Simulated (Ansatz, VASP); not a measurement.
## One calculation of KIr, two programs

File INCAR:

```
PREC = Accurate ; ENCUT = 520
EDIFF = 1E-8 ; ISMEAR = -1
SIGMA = 0.05 ; LREAL = False
LASPH = True ; NELM = 100
ALGO = Normal ; ISIF = 2
LWAVE = False ; LCHARG = False
GGA = CA ; LEFG = True
NBANDS = 16
```

KPOINTS

```
regular mesh
0
Gamma
  10 10 10
```

File POSCAR:

```
KIr
1.0
    3.4457357822      0.0000000000      0.0000000000
    0.0000000000      3.4457357822      0.0000000000
    0.0000000000      0.0000000000      3.4457357822
K Ir
1 1
Direct
    0.0000000000      0.0000000000      0.0000000000
    0.5000000000      0.5000000000      0.5000000000
```

Input for Ansatz:

```yaml
crystal:
  lattice:
    - [3.4457357822, 0.0, 0.0]
    - [0.0, 3.4457357822, 0.0]
    - [0.0, 0.0, 3.4457357822]
  atoms:
    - { symbol: K, position: [0.0, 0.0, 0.0] }
    - { symbol: Ir, position: [0.5, 0.5, 0.5] }
kpoints:
  mp_grid: { grid: [10, 10, 10] }
scf:
  occupations: { method: fermi_dirac, width: 0.05 }
hamiltonian:
  xc: lda
  pseudopotentials: { kind: paw }
output:
  forces: true
  stress: true
  eigenvalues: true
  efg: { contact_densities: true }
  populations: true
  bader: true
  dos: { projected: true, de: 0.2, e_range: [-14, 8] }
  write_density: true
  write_potential: true
  elf: true
  volumetric_format: npy
```

Alike in both runs: task electric field gradients; functional LDA; k mesh 10 × 10 × 10; occupations fermi-dirac, width 0.05 eV; no spin polarisation.

|  | VASP | Ansatz |
| --- | --- | --- |
| version | VASP 6.6.1 | Ansatz 0.2.0 |
| potentials or method | VASP PAW LDA potentials, release 64 (K_sv, Ir) | PAW with Ansatz's default frozen-core files, scalar-relativistic |
| plane-wave cutoff (eV) | 520 | 420 |
| valence electrons in the cell | 18 | 26 |

|  | VASP | Ansatz | Ansatz less VASP |
| --- | --- | --- | --- |
| pressure (GPa) | 0.5 | 0.0 | -0.54 |

LDA's correlation is that of Perdew and Zunger in VASP and of Perdew and Wang (1992) in Ansatz. VASP's potentials hold 18 valence electrons a cell and Ansatz's 26, so a difference there can come from the potentials and not from the codes.

Spin-orbit coupling is off throughout.
